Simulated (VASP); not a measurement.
Crystal: MgO.

```xyz
2
Lattice="0.0000 2.1022 2.1022 2.1478 0.0000 2.1022 2.1478 2.1022 0.0000" Properties=species:S:1:pos:R:3 pbc="T T T"
Mg    0.0000    0.0000    0.0000
O     2.1478    2.1022    2.1022
```

This cell differs from its parent crystal: uniaxial x strain +2.2%.

Base run:

- Program: VASP 6.6.1
- Functional: r2SCAN
- Potentials or basis: VASP PAW PBE potentials, release 64 (Mg_sv, O)
- Cutoff: 660 eV
- k mesh: 10 × 10 × 10
- Occupations: gaussian, width 0.01 eV
- Spin: no spin polarisation

Its results: band gap on the k mesh 5.46 eV, direct; pressure -3.4 GPa.

**Question.** The run is repeated on the same cell with these changes: potentials or basis from VASP PAW PBE potentials, release 64 (Mg_sv, O) to VASP PAW PBE potentials, release 64 (Mg, O); cutoff from 660 eV to 520 eV; further incar settings from ALGO = Normal; EDIFF = 1e-06; NBANDS = 15 to ALGO = Normal; EDIFF = 1e-06; NBANDS = 11; valence electrons from 16 to 8. What comes out?

**Answer.** Band gap on the k mesh 5.41 eV, direct; pressure -4.4 GPa.

Caveats: the PAW data sets were made with another functional, which shifts forces and pressure a little.

